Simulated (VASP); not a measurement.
# BAs (F-43m) in VASP: G0W0 quasiparticle levels with PBE

Aim: the G0W0 quasiparticle levels of BAs with PBE.

Program: VASP 6.6.1. These are calculated values, not measurements. Logs are shortened: lines on timing, memory, paths and dates and some standing lists are left out, and cuts for length are marked.

## (1) The cell of the first run

Symmetry: F-43m, No. 216, cubic system. The conventional cell has a = 4.784 Å, b = 4.784 Å, c = 4.784 Å, α = 90.00°, β = 90.00°, γ = 90.00°. B (site symmetry -43m) has 4 As at 2.07 Å within 2.7 Å. Within 2.7 Å of As (site symmetry -43m) lie 4 B at 2.07 Å.

## (2) G0W0 quasiparticle levels, PBE

Input file POSCAR:

```
BAs
1.0
    0.0000000000      2.3918676044      2.3918676044
    2.3918676044      0.0000000000      2.3918676044
    2.3918676044      2.3918676044      0.0000000000
B As
1 1
Direct
    0.0000000000      0.0000000000      0.0000000000
    0.2500000000      0.2500000000      0.2500000000
```

Input file INCAR.step1:

```
SYSTEM = BAs
PREC = Accurate
ENCUT = 500
EDIFF = 1E-8
ISMEAR = 0
SIGMA = 0.01
LREAL = .FALSE.
LASPH = .TRUE.
NELM = 60
ALGO = Normal
LWAVE = .TRUE.
LCHARG = .FALSE.
GGA = PE
```

Input file INCAR.step2:

```
SYSTEM = BAs
PREC = Accurate
ENCUT = 500
EDIFF = 1E-8
ISMEAR = 0
SIGMA = 0.01
LREAL = .FALSE.
LASPH = .TRUE.
NELM = 1
ALGO = Exact
LWAVE = .TRUE.
LCHARG = .FALSE.
GGA = PE
NBANDS = 48
LOPTICS = .TRUE.
ISTART = 1
```

Input file INCAR.step3:

```
SYSTEM = BAs
PREC = Accurate
ENCUT = 500
EDIFF = 1E-8
ISMEAR = 0
SIGMA = 0.01
LREAL = .FALSE.
LASPH = .TRUE.
ALGO = EVGW0
LWAVE = .FALSE.
LCHARG = .FALSE.
GGA = PE
NELMGW = 1
NBANDS = 48
ENCUTGW = 80.0
NOMEGA = 48
PRECFOCK = Fast
ISTART = 1
NBANDSGW = 12
```

Input file KPOINTS:

```
Automatic mesh
0
G
  8 8 8
  0 0 0
```

Potentials or basis: VASP PAW PBE potentials, release 64 (B_GW, As_GW).

Run with:

```
cat potpaw_PBE.64/B_GW/POTCAR potpaw_PBE.64/As_GW/POTCAR > POTCAR
cp INCAR.step1 INCAR
mpirun -np 1 vasp_std > vasp.out
cp INCAR.step2 INCAR
mpirun -np 1 vasp_std > vasp.out
cp INCAR.step3 INCAR
mpirun -np 1 vasp_std > vasp.out
```

OUTCAR:

```text
SYSTEM = BAs
   PREC = Accurate
   ENCUT = 500
   EDIFF = 1E-8
   ISMEAR = 0
   LREAL = .FALSE.
   LASPH = .TRUE.
   GGA = PE
   NELMGW = 1
   ENCUTGW = 80.0
   PRECFOCK = Fast
   ISTART = 1

 ion  position               nearest neighbor table
   1  0.000  0.000  0.000-   2 2.07   2 2.07   2 2.07   2 2.07
   2  0.250  0.250  0.250-   1 2.07   1 2.07   1 2.07   1 2.07

  LATTYP: Found a face centered cubic cell.
 ALAT       =     4.7837352088

  Lattice vectors:

 A1 = (   0.0000000000,   2.3918676044,   2.3918676044)
 A2 = (   2.3918676044,   0.0000000000,   2.3918676044)
 A3 = (   2.3918676044,   2.3918676044,   0.0000000000)

Analysis of symmetry for initial positions (statically):
=====================================================================
 Subroutine PRICEL returns:
 Original cell was already a primitive cell.

 Routine SETGRP: Setting up the symmetry group for a
 face centered cubic supercell.

 Subroutine GETGRP returns: Found 24 space group operations
 (whereof 24 operations were pure point group operations)
 out of a pool of 48 trial point group operations.

The static configuration has the point symmetry T_d .

Analysis of symmetry for dynamics (positions and initial velocities):
=====================================================================
 Subroutine PRICEL returns:
 Original cell was already a primitive cell.

 Routine SETGRP: Setting up the symmetry group for a
 face centered cubic supercell.

 Subroutine GETGRP returns: Found 24 space group operations
 (whereof 24 operations were pure point group operations)
 out of a pool of 48 trial point group operations.

The dynamic configuration has the point symmetry T_d .

 Subroutine INISYM returns: Found 24 space group operations
 (whereof 24 operations are pure point group operations),
 and found     1 'primitive' translations

----------------------------------------------------------------------------------------

                                     Primitive cell

  volume of cell :      27.3679

  direct lattice vectors                    reciprocal lattice vectors
     0.000000000  2.391867604  2.391867604    -0.209041671  0.209041671  0.209041671
     2.391867604  0.000000000  2.391867604     0.209041671 -0.209041671  0.209041671
     2.391867604  2.391867604  0.000000000     0.209041671  0.209041671 -0.209041671

  length of vectors
     3.382611606  3.382611606  3.382611606     0.362070794  0.362070794  0.362070794

  position of ions in fractional coordinates (direct lattice)
     0.000000000  0.000000000  0.000000000
     0.250000000  0.250000000  0.250000000

  ion indices of the primitive-cell ions
   primitive index   ion index
                 1           1
                 2           2

----------------------------------------------------------------------------------------

 KPOINTS: Automatic mesh

Automatic generation of k-mesh.
 Grid dimensions read from file:
 generate k-points for:    8    8    8

 Generating k-lattice:

  Cartesian coordinates                     Fractional coordinates (reciprocal lattice)
    -0.026130209  0.026130209  0.026130209     0.125000000  0.000000000  0.000000000
     0.026130209 -0.026130209  0.026130209     0.000000000  0.125000000  0.000000000
     0.026130209  0.026130209 -0.026130209     0.000000000  0.000000000  0.125000000

  Length of vectors
     0.045258849  0.045258849  0.045258849

  Shift w.r.t. Gamma in fractional coordinates (k-lattice)
     0.000000000  0.000000000  0.000000000

 Subroutine IBZKPT returns following result:
 ===========================================

 Found     29 irreducible k-points:

 Following reciprocal coordinates:
            Coordinates               Weight
  0.000000  0.000000  0.000000      1.000000
  0.125000  0.000000  0.000000      8.000000
  0.250000  0.000000  0.000000      8.000000
  0.375000  0.000000  0.000000      8.000000
  0.500000  0.000000  0.000000      4.000000
  0.125000  0.125000  0.000000      6.000000
[... 16 lines left out ...]
  0.500000  0.250000  0.125000     48.000000
 -0.375000  0.250000  0.125000     24.000000
 [... further k-points ...]
   k-points           NKPTS =     29   k-points in BZ     NKDIM =    512   number of bands    NBANDS=     48
   number of dos      NEDOS =    301   number of ions     NIONS =      2
   total plane-waves  NPLWV =  21952
   dimension x,y,z NGX =    28 NGY =   28 NGZ =   28
   dimension x,y,z NGXF=    56 NGYF=   56 NGZF=   56
   ions per type =               1   1
   NGX,Y,Z   is equivalent  to a cutoff of  13.76, 13.76, 13.76 a.u.
   NGXF,Y,Z  is equivalent  to a cutoff of  27.52, 27.52, 27.52 a.u.
 SYSTEM =  BAs
   PREC   = accura    normal or accurate (medium, high low for compatibility)
   ISTART =      1    job   : 0-new  1-cont  2-samecut
   ICHARG =      0    charge: 1-file 2-atom 10-const
   ISPIN  =      1    spin polarized calculation?
   LNONCOLLINEAR =      F non collinear calculations
   LSORBIT =      F    spin-orbit coupling
   LASPH  =      T    aspherical Exc in radial PAW
   ENCUT  =  500.0 eV  36.75 Ry    6.06 a.u.   6.17  6.17  6.17*2*pi/ulx,y,z
   NELM   =     60;   NELMIN=  2; NELMDL=  0     # of ELM steps
   EDIFF  = 0.1E-07   stopping-criterion for ELM
   LREAL  =      F    real-space projection
   EDIFFG = 0.1E-06   stopping-criterion for IOM
   NSW    =      0    number of steps for IOM
   IBRION =     -1    ionic relax: 0-MD 1-quasi-New 2-CG
   NFREE  =      0    steps in history (QN), initial steepest desc. (CG)
   ISIF   =      0    stress and relaxation
   ISYM   =      3    0-nonsym 1-usesym 2-fastsym
   POTIM  = 0.5000    time-step for ionic-motion
   TEBEG  =    0.0;   TEEND  =   0.0 temperature during run
   PSTRESS=    0.0 pullay stress
   NELECT =       8.0000    total number of electrons
   NUPDOWN=      -1.0000    fix difference up-down
   EMIN   =  10.00;   EMAX   =-10.00  energy-range for DOS
   EFERMI =   0.00;   METHOD = LEGACY
   ISMEAR =     0;   SIGMA  =   0.01  broadening in eV -4-tet -1-fermi 0-gaus
   EFERMI_NEDOS =   21; number of points for ismear=-14 and -15
   IALGO  =     38    algorithm
   IMIX   =      4    mixing-type and parameters
     AMIX     =   0.40;   BMIX     =  1.00
     AMIX_MAG =   1.60;   BMIX_MAG =  1.00
  volume/ion in A,a.u.               =      13.68        92.34
  Fermi-wavevector in a.u.,A,eV,Ry     =   1.086487  2.053162 16.061039  1.180453
  Thomas-Fermi vector in A             =   2.222624
   LORBIT       =      0    0 simple, 1 ext, 2 COOP (PROOUT), +10 PAW based schemes
   GGA     = PE    functional components
   LHFCALC =     T    Hartree Fock is set to
   PRECFOCK=fast      Normal, Fast or Accurate (Low or Medium for compatibility)
   ENCUT4O =  -1.0   cutoff for four orbital integrals eV
   NKREDX  =     1    reduce k-point grid by
   NKREDY  =     1    reduce k-point grid by
   NKREDZ  =     1    reduce k-point grid by
   AEXX    =    1.0000 exact exchange contribution
   HFSCREEN=    0.0000 screening length (either q_TF or 0.3 A-1)
   HFSCREENC=   0.0000 screening length for correlation (either q_TF or 0.3 A-1)
   ENCUTFOCK=  -1.0 apply spherical cutoff to Coloumb kernel
   IVDW    =     0    specifies the selected vdW correction
   LEPSILON=     F    determine dielectric tensor
   LRPA    =     F    only Hartree local field effects (RPA)
   LRPAFORCE           =     F    calculate RPA forces
   ENCUTGW             =  80.0    cutoff for response function in eV
   ENCUTGWSOFT         =  64.0    soft cutoff for Coulomb kernel in GW response function in eV
   ENCUTLF             =  -1.0    cutoff for local field effects
   NELMGW              =     1    number of iterations in solving QP/BSE equation
   NELMHF              =     1    number of iterations in the inner HF iteration
   NKREDLFX            =     1    NKREDLFY  =   1   NKREDLFZ  =   1
 non-spin polarized calculation
 Gauss-broadening in eV      SIGMA  =   0.01
  energy-cutoff  :      500.00
  volume of cell :       27.37
 maximum number of plane-waves:       725
 NGX is ok and might be reduce to    28
  NGX = 16; NGY = 16; NGZ = 16
   NGX = 13   NGY = 13   NGZ = 13
 maximum number of plane-waves:        59
 NGX is ok and might be reduce to    14

 QP shifts <psi_nk| G(iteration)W_0 |psi_nk>: iteration 1
 for sc-GW calculations column KS-energies equals QP-energies in previous step
 and V_xc(KS)=  KS-energies - (<T + V_ion + V_H > + <T+V_H+V_ion>^1  + <V_x>^1)

 k-point   1 :       0.0000    0.0000    0.0000
  band No.  KS-energies  QP-energies   sigma(KS)   V_xc(KS)     V^pw_x(r,r')   Z            occupation Imag(sigma)

      1      -9.2483      -9.7963     -12.4316     -11.6460     -19.5845       0.6976       2.0000       1.2469
      2       6.1177       5.9514     -12.7861     -12.5756     -13.8818       0.7902       2.0000       0.0520
      3       6.1177       5.9514     -12.7861     -12.5756     -13.8818       0.7902       2.0000       0.0520
      4       6.1177       5.9514     -12.7861     -12.5756     -13.8818       0.7902       2.0000       0.0520
      5       9.3880       9.9443     -10.6694     -11.3760      -6.8042       0.7873       0.0000      -0.0803
      6       9.3880       9.9443     -10.6694     -11.3760      -6.8042       0.7873       0.0000      -0.0803
      7       9.3880       9.9443     -10.6694     -11.3760      -6.8042       0.7873       0.0000      -0.0803
      8      10.7241      11.6214     -11.4360     -12.6105      -6.7425       0.7640       0.0000      -0.1112
      9      15.6665      15.8618      -8.6807      -8.9309      -3.1202       0.7806       0.0000      -0.2793
     10      19.0526      19.3640      -9.9958     -10.3952      -4.3875       0.7797       0.0000      -0.3720
     11      19.0526      19.3640      -9.9958     -10.3952      -4.3875       0.7797       0.0000      -0.3720
     12      20.4680      20.6607      -8.7817      -9.0292      -2.5273       0.7788       0.0000      -0.5081

 k-point   2 :       0.1250    0.0000    0.0000
  band No.  KS-energies  QP-energies   sigma(KS)   V_xc(KS)     V^pw_x(r,r')   Z            occupation Imag(sigma)
[... 353 lines left out ...]
      1      -5.8196      -6.2023     -12.7126     -12.1842     -18.6063       0.7245       2.0000       0.7894
      2      -2.1470      -2.6728     -12.2282     -11.5006     -16.7291       0.7227       2.0000       0.3789
      3       1.5725       1.1420     -12.2555     -11.6869     -14.9573       0.7572       2.0000       0.1270
      4       3.0586       2.6905     -12.3194     -11.8427     -14.4222       0.7723       2.0000       0.0870
      5      10.0713      10.5736     -10.3901     -11.0331      -5.9915       0.7811       0.0000      -0.1005
      6      10.8664      11.3064     -10.2348     -10.7978      -5.7325       0.7815       0.0000      -0.1117
      7      13.5463      14.2755     -10.9059     -11.8776      -5.3193       0.7505       0.0000      -0.2119
      8      15.1135      15.6856     -10.6459     -11.4079      -4.7626       0.7508       0.0000      -0.2880
      9      16.4561      16.7621      -9.7685     -10.1647      -4.1632       0.7724       0.0000      -0.3081
     10      20.2769      20.6531     -10.0594     -10.5533      -3.6027       0.7617       0.0000      -0.5825
     11      21.3258      21.6415      -9.2062      -9.6177      -2.8600       0.7673       0.0000      -0.6028
     12      22.4821      23.0789     -10.5935     -11.3839      -3.7794       0.7551       0.0000      -0.8378

 [... further k-points ...]
```

Wall time 15 min (1 thread of Intel Xeon 8259CL, shared host); peak memory 0.62 GiB.

What came out:

- Band gap on the k mesh, mean-field level: 1.19 eV, indirect (least direct gap 3.27 eV)
- Quasiparticle gap: 1.63 eV
- Least direct quasiparticle gap: 3.99 eV

Caveat: bands, screening cutoff and mesh are small and nothing is extrapolated, so the quasiparticle values aren't converged. A k mesh can miss the band edges.
